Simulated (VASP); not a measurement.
# C in VASP: a series of runs

The runs below take C through single point, with PBE.

All numbers are computed with VASP 6.6.1; they aren't measurements. Logs are shortened: lines on timing, memory, paths and dates and some standing lists are left out, and cuts for length are marked.

### Step 1. The cell of the first run

Symmetry: I4_1/amd, No. 141, tetragonal system. The conventional cell has a = 2.598 Å, b = 2.598 Å, c = 3.567 Å, α = 90.00°, β = 90.00°, γ = 90.00°. C (site symmetry -4m2) has 4 C at 1.58 Å within 2.1 Å.

### Step 2. Single point, PBE (equal xx and yy strain of +3 %)

File INCAR:

```
ALGO = Normal
EDIFF = 1E-7
ENCUT = 520
GGA = PE
ISIF = 2
ISMEAR = -1
LASPH = True
LCHARG = False
LREAL = False
LWAVE = False
NBANDS = 11
NELM = 80
PREC = Accurate
SIGMA = 0.08
```

File KPOINTS:

```
k-points
0
Gamma
  20 20 20
```

File POSCAR:

```
C
1.0
    0.0000000000      1.8369020000      1.7834000000
    1.8369020000      0.0000000000      1.7834000000
    1.8369020000      1.8369020000      0.0000000000
C
2
Direct
    0.5000000000      0.5000000000      0.5000000000
    0.7500000000      0.7500000000      0.7500000000
```

Potentials or basis: VASP PAW PBE potentials, release 64 (C).

Run with:

```
$ cat potpaw_PBE.64/C/POTCAR > POTCAR
$ mpirun -np 1 vasp_std > vasp.out
```

OUTCAR:

```text
EDIFF = 1E-7
   ENCUT = 520
   GGA = PE
   ISIF = 2
   ISMEAR = -1
   LASPH = True
   LREAL = False
   NELM = 80
   PREC = Accurate

 ion  position               nearest neighbor table
   1  0.500  0.500  0.500-   2 1.58   2 1.58   2 1.58   2 1.58
   2  0.750  0.750  0.750-   1 1.58   1 1.58   1 1.58   1 1.58

  LATTYP: Found a body centered tetragonal cell.
 ALAT       =     2.5977717212
 C/A-ratio  =     1.3730228761

  Lattice vectors:

 A1 = (   0.0000000000,  -1.8369020000,  -1.7834000000)
 A2 = (   0.0000000000,   1.8369020000,  -1.7834000000)
 A3 = (   1.8369020000,   0.0000000000,   1.7834000000)

Analysis of symmetry for initial positions (statically):
=====================================================================
 Subroutine PRICEL returns:
 Original cell was already a primitive cell.

 Routine SETGRP: Setting up the symmetry group for a
 body centered tetragonal supercell.

 Subroutine GETGRP returns: Found 16 space group operations
 (whereof  8 operations were pure point group operations)
 out of a pool of 16 trial point group operations.

The static configuration has the point symmetry D_2d.
 The point group associated with its full space group is D_4h.

Analysis of symmetry for dynamics (positions and initial velocities):
=====================================================================
 Subroutine PRICEL returns:
 Original cell was already a primitive cell.

 Routine SETGRP: Setting up the symmetry group for a
 body centered tetragonal supercell.

 Subroutine GETGRP returns: Found 16 space group operations
 (whereof  8 operations were pure point group operations)
 out of a pool of 16 trial point group operations.

The dynamic configuration has the point symmetry D_2d.
 The point group associated with its full space group is D_4h.

 Subroutine INISYM returns: Found 16 space group operations
 (whereof  8 operations are pure point group operations),
 and found     1 'primitive' translations

----------------------------------------------------------------------------------------

                                     Primitive cell

  volume of cell :      12.0351

  direct lattice vectors                    reciprocal lattice vectors
     0.000000000  1.836902000  1.783400000    -0.272197428  0.272197428  0.280363351
     1.836902000  0.000000000  1.783400000     0.272197428 -0.272197428  0.280363351
[... 81 lines left out ...]
   LSORBIT =      F    spin-orbit coupling
   LASPH  =      T    aspherical Exc in radial PAW
   ENCUT  =  520.0 eV  38.22 Ry    6.18 a.u.   4.76  4.76  4.83*2*pi/ulx,y,z
   NELM   =     80;   NELMIN=  2; NELMDL= -5     # of ELM steps
   EDIFF  = 0.1E-06   stopping-criterion for ELM
   LREAL  =      F    real-space projection
   EDIFFG = 0.1E-05   stopping-criterion for IOM
   NSW    =      0    number of steps for IOM
   IBRION =     -1    ionic relax: 0-MD 1-quasi-New 2-CG
   NFREE  =      0    steps in history (QN), initial steepest desc. (CG)
   ISIF   =      2    stress and relaxation
   ISYM   =      2    0-nonsym 1-usesym 2-fastsym
   POTIM  = 0.5000    time-step for ionic-motion
   TEBEG  =    0.0;   TEEND  =   0.0 temperature during run
   PSTRESS=    0.0 pullay stress
   NELECT =       8.0000    total number of electrons
   NUPDOWN=      -1.0000    fix difference up-down
   EMIN   =  10.00;   EMAX   =-10.00  energy-range for DOS
   EFERMI =   0.00;   METHOD = LEGACY
   ISMEAR =    -1;   SIGMA  =   0.08  broadening in eV -4-tet -1-fermi 0-gaus
   EFERMI_NEDOS =   21; number of points for ismear=-14 and -15
   IALGO  =     38    algorithm
   IMIX   =      4    mixing-type and parameters
     AMIX     =   0.40;   BMIX     =  1.00
     AMIX_MAG =   1.60;   BMIX_MAG =  1.00
  volume/ion in A,a.u.               =       6.02        40.61
  Fermi-wavevector in a.u.,A,eV,Ry     =   1.428745  2.699936 27.773722  2.041311
  Thomas-Fermi vector in A             =   2.548773
   LORBIT       =      0    0 simple, 1 ext, 2 COOP (PROOUT), +10 PAW based schemes
   GGA     = PE    functional components
[... 5 lines left out ...]
 non-spin polarized calculation
  energy-cutoff  :      520.00
  volume of cell :       12.04
 maximum number of plane-waves:       338
   NGX =  9   NGY =  9   NGZ =  9

 number of electron       8.0000001 magnetization

 Free energy of the ion-electron system (eV)
  ---------------------------------------------------
  ext. energy  EPLUGINS =         0.00000000
  ---------------------------------------------------
  free energy    TOTEN  =       -18.12497937 eV

  energy without entropy =      -18.12497937  energy(sigma->0) =      -18.12497937

 E-fermi :  10.4779     XC(G=0): -12.9570

 val. band max:        9.1693592243   @ k =   0.0000   0.0000   0.0000
 cond. band min:      12.4543953218   @ k =   0.3500   0.3500   0.0000
 fundamental gap:      3.2850360975
 Fermi energy:        10.4779190607

 k-point     1 :       0.0000    0.0000    0.0000
  band No.  band energies     occupation
      1     -11.8043      2.00000
      2       8.7560      2.00000
      3       8.7560      2.00000
      4       9.1694      2.00000
      5      14.0919      0.00000
      6      14.4478      0.00000
      7      14.4478      0.00000
      8      20.8822      0.00000
      9      27.4583      0.00000
     10      34.0585      0.00000
     11      35.3029      0.00000
[... 309 lines left out ...]
 k-point    24 :      -0.3500    0.0500    0.0000
  band No.  band energies     occupation
      1      -8.3050      2.00000
      2      -1.0046      2.00000
      3       6.2717      2.00000
      4       6.4359      2.00000
      5      16.5996      0.00000
      6      16.8672      0.00000
      7      17.6863      0.00000
      8      23.5569      0.00000
      9      29.1135      0.00000
     10      31.1673      0.00000
     11      32.1265      0.00000

 [... further k-points ...]
[... 5 lines left out ...]
  --------------------------------------------------------------------------------------
  -------------------------------------------------------------------------------------
  Total       -2.2059789     -2.2059789     -0.3288573      0.0000000      0.0000000      0.0000000
  in kB     -293.6710923   -293.6710923    -43.7791565      0.0000000      0.0000000      0.0000000
  external PRESSURE =    -210.3737804 kB  Pullay stress =       0.0000000 kB

 VOLUME and BASIS-vectors are now :
 -----------------------------------------------------------------------------
  energy-cutoff  :      520.00
  volume of cell :       12.04
      direct lattice vectors                 reciprocal lattice vectors
     0.000000000  1.836902000  1.783400000    -0.272197428  0.272197428  0.280363351
     1.836902000  0.000000000  1.783400000     0.272197428 -0.272197428  0.280363351
     1.836902000  1.836902000  0.000000000     0.272197428  0.272197428 -0.280363351

 POSITION                                       TOTAL-FORCE (eV/Angst)
 -----------------------------------------------------------------------------------
      1.83690      1.83690      1.78340         0.000000      0.000000     -0.000000
      2.75535      2.75535      2.67510        -0.000000     -0.000000      0.000000
 -----------------------------------------------------------------------------------
    total drift:                                0.000000     -0.000000      0.000000

  FREE ENERGIE OF THE ION-ELECTRON SYSTEM (eV)
  ---------------------------------------------------
  free  energy   TOTEN  =       -18.1249793717 eV

  energy  without entropy=      -18.1249793716  energy(sigma->0) =      -18.12497937
```

OSZICAR:

```text
N       E                     dE             d eps       ncg     rms          rms(c)
DAV:   1     0.104832689748E+01    0.10483E+01   -0.47028E+03 14769   0.691E+02
DAV:   2    -0.182763235628E+02   -0.19325E+02   -0.18672E+02 18650   0.126E+02
DAV:   3    -0.186530369527E+02   -0.37671E+00   -0.37573E+00 16428   0.134E+01
DAV:   4    -0.186537061825E+02   -0.66923E-03   -0.66922E-03 15247   0.710E-01
DAV:   5    -0.186537070220E+02   -0.83954E-06   -0.83948E-06 16069   0.238E-02    0.514E+00
DAV:   6    -0.182569203981E+02    0.39679E+00   -0.20734E-01 14453   0.317E+00    0.307E+00
DAV:   7    -0.181232543198E+02    0.13367E+00   -0.25924E-01 15109   0.358E+00    0.665E-01
DAV:   8    -0.181249133440E+02   -0.16590E-02   -0.75521E-03 14759   0.638E-01    0.417E-02
DAV:   9    -0.181249591234E+02   -0.45779E-04   -0.62741E-05 17106   0.635E-02    0.234E-02
DAV:  10    -0.181249793290E+02   -0.20206E-04   -0.16282E-05 15116   0.347E-02    0.516E-03
DAV:  11    -0.181249793717E+02   -0.42707E-07   -0.25668E-07 17102   0.447E-03
   1 F= -.18124979E+02 E0= -.18124979E+02  d E =-.699874E-10
```

stdout:

```text
POSCAR found type information on POSCAR C
 POSCAR found :  1 types and       2 ions
 scaLAPACK will be used
 LDA part: xc-table for (Slater+PW92), standard interpolation
 POSCAR, INCAR and KPOINTS ok, starting setup
 FFT: planning ... GRIDC
 FFT: planning ... GRID_SOFT
 FFT: planning ... GRID
 WAVECAR not read
 entering main loop
```

Run time: 38 s. Hardware: 1 thread of Intel Xeon Platinum 8488C (Sapphire Rapids), shared host; peak memory 0.17 GiB.

What came out:

```
Free energy            : -18.1250 eV
Pressure               : -21.0 GPa
Band gap on the k mesh : 3.29 eV, indirect (least direct gap 4.92 eV)
```

Levels at points of the mesh, in eV from the valence-band top:
```tsv
k point	band 1	band 2	band 3	band 4	band 5	band 6	band 7	band 8
(0.00, 0.00, 0.00)	-20.97	-0.41	-0.41	0.00	4.92	5.28	5.28	11.71
(0.50, 0.00, 0.00)	-15.53	-13.01	-3.17	-2.68	7.39	7.82	8.43	14.87
(0.50, 0.50, 0.00)	-12.34	-12.34	-6.49	-6.49	3.92	3.92	15.74	15.74
(0.50, 0.00, 0.50)	-12.77	-12.77	-6.08	-6.08	4.58	4.58	15.56	15.56
```

Caveat: the cell differs from its parent crystal (equal xx and yy strain of +3 %). A k mesh can miss the band edges.

### Step 3. Single point, PBE (volume scaled by 0.94)

File INCAR:

```
ALGO = Normal
EDIFF = 1E-6
ENCUT = 520
GGA = PE
ISIF = 2
ISMEAR = -1
LASPH = True
LCHARG = False
LREAL = False
LWAVE = False
NBANDS = 11
NELM = 100
PREC = Accurate
SIGMA = 0.08
```

KPOINTS is that of step 2.

File POSCAR:

```
C
1.0
    0.0000000000      1.7469938663      1.7469938663
    1.7469938663      0.0000000000      1.7469938663
    1.7469938663      1.7469938663      0.0000000000
C
2
Direct
    0.5000000000      0.5000000000      0.5000000000
    0.7500000000      0.7500000000      0.7500000000
```

Potentials or basis: VASP PAW PBE potentials, release 64 (C).

Run with:

```
$ cat potpaw_PBE.64/C/POTCAR > POTCAR
$ mpirun -np 1 vasp_std > vasp.out
```

Run time: 12 s. Hardware: 1 thread of Intel Xeon Platinum 8559C (Emerald Rapids), shared host; peak memory 0.13 GiB.

The run converged. Its results:

```yaml
Free_energy: -18.1117 eV
Pressure: 33.1 GPa
Band_gap_on_the_k_mesh: 4.27 eV, indirect (least direct gap 5.76 eV)
```

Levels at points of the mesh, in eV from the valence-band top:
| k point | band 1 | band 2 | band 3 | band 4 | band 5 | band 6 | band 7 | band 8 |
| --- | --- | --- | --- | --- | --- | --- | --- | --- |
| (0.00, 0.00, 0.00) | -22.33 | 0.00 | 0.00 | 0.00 | 5.76 | 5.76 | 5.76 | 14.78 |
| (0.50, 0.00, 0.00) | -16.19 | -14.08 | -2.96 | -2.96 | 8.72 | 8.72 | 9.70 | 16.26 |
| (0.50, 0.50, 0.00) | -13.21 | -13.21 | -6.68 | -6.68 | 4.89 | 4.89 | 17.77 | 17.77 |
